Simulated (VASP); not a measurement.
Wanted: the native input for a VASP 6.6.1 run.

| Property | Result |
| --- | --- |
| Task | single point |
| Functional | LDA |
| Potentials or basis | VASP PAW LDA potentials, release 64 (Ti_sv) |
| Cutoff | 520 eV |
| k mesh | 8 × 8 × 8 |
| Occupations | gaussian, width 0.1 eV |
| Spin | no spin polarisation |
| Dipole correction | no |
| Further INCAR settings | ALGO = Normal; EDIFF = 1e-07; NBANDS = 12 |

The structure of Ti lies in POSCAR:

```
Ti
1.0
   -1.5873429063      1.5873429063      1.5873429063
    1.5873429063     -1.5873429063      1.5873429063
    1.5873429063      1.5873429063     -1.5873429063
Ti
1
Direct
    0.0000000000      0.0000000000      0.0000000000
```

One way to write it, as run:

INCAR

```
ALGO = Normal ; EDIFF = 1E-7
ENCUT = 520 ; GGA = CA
ISIF = 2 ; ISMEAR = 0
LASPH = T ; LCHARG = F
LREAL = F ; LWAVE = F
NBANDS = 12 ; NELM = 80
PREC = Accurate ; SIGMA = 0.1
```

KPOINTS

```
k-points
0
Gamma
  8 8 8
```

Potentials or basis: VASP PAW LDA potentials, release 64 (Ti_sv).

Launch:

```bash
$ cat potpaw_LDA.64/Ti_sv/POTCAR > POTCAR
$ mpirun -np 1 vasp_std > vasp.out
```

Results of the run:

- Pressure: -0.9 GPa
- Band gap on the k mesh: zero (band 6 reaches 9.74 eV, above the bottom of band 7 at 8.10 eV)

Wall time 3.5 s on 1 thread of Intel Xeon 6975P-C, on a shared host, peak memory 0.12 GiB.
